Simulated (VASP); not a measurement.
Here is a VASP 6.6.1 calculation.

File INCAR:

```
SYSTEM = Nd2BeCl
ALGO     = Normal         ! electronic algorithm
EDIFF    = 1E-7           ! SCF threshold, eV
EDIFFG   = -0.08          ! ionic threshold
ENCUT    = 600            ! plane-wave cutoff, eV
GGA      = PE             ! functional
GGA_COMPAT= .False.      
IBRION   = 2              ! ionic algorithm
ISIF     = 3              ! what is computed and relaxed
ISMEAR   = 0              ! smearing method
LASPH    = .True.         ! aspherical terms in the spheres
LCHARG   = .False.        ! write CHGCAR
LMAXMIX  = 6              ! l up to which the mixer works
LREAL    = .False.        ! projectors in reciprocal space
LWAVE    = .False.        ! write WAVECAR
NELM     = 200            ! most SCF steps
NELMIN   = 4            
NSW      = 36             ! ionic steps
PREC     = Accurate       ! precision mode
SIGMA    = 0.2            ! smearing width, eV
```

Contents of KPOINTS:

```
k-points
0
Gamma
  4 4 4
  0 0 0
```

Contents of POSCAR:

```
Nd2BeCl
1.0
    4.6246412800      0.0000000000      0.0000000000
    0.0000000000      4.6246412800      0.0000000000
    0.0000000000      0.0000000000      5.1124431200
Nd Be Cl
2 1 1
Direct
    0.0000000000      0.5000000000      0.0000000000
    0.5000000000      0.0000000000      0.0000000000
    0.0000000000      0.0000000000      0.5000000000
    0.0000000000      0.0000000000      0.0000000000
```

Potentials or basis: VASP PAW PBE potentials, release 64 (Nd_3, Be, Cl), 4f in core.

The run is started by

```bash
$ cat potpaw_PBE.64/Nd_3/POTCAR potpaw_PBE.64/Be/POTCAR potpaw_PBE.64/Cl/POTCAR > POTCAR
$ mpirun -np 1 vasp_std > vasp.out
```

Question: Estimate the band gap on the k mesh.

Answer: Zero (an odd number of electrons rules out a gap without spin polarisation).

Question: Estimate the space group after relaxing (to 0.1 Å).

Answer: P4/mmm (No. 123).

Question: Predict the relaxed volume.

Answer: 29.55 Å³/atom.

Final structure:
```
Nd Be Cl
1.0
     5.37014    0.00000    0.00000
     0.00000    5.37014    0.00000
     0.00000    0.00000    4.09849
Nd Be Cl
2 1 1
Direct
  0.00000 0.50000 0.00000
  0.50000 0.00000 0.00000
  0.00000 0.00000 0.50000
  0.00000 0.00000 0.00000
```

Caveat: a cell axis changed by over 15 % at a fixed basis, so the end point is rough; spin-orbit coupling is left out, which moves the levels of the heavy elements; the 4f electrons are frozen in the core, so they carry no moment and show no levels; the run has no spin polarisation, though such a crystal can be magnetic. Spin polarisation is off, so any magnetic state and its effect on volume and gap are missing.
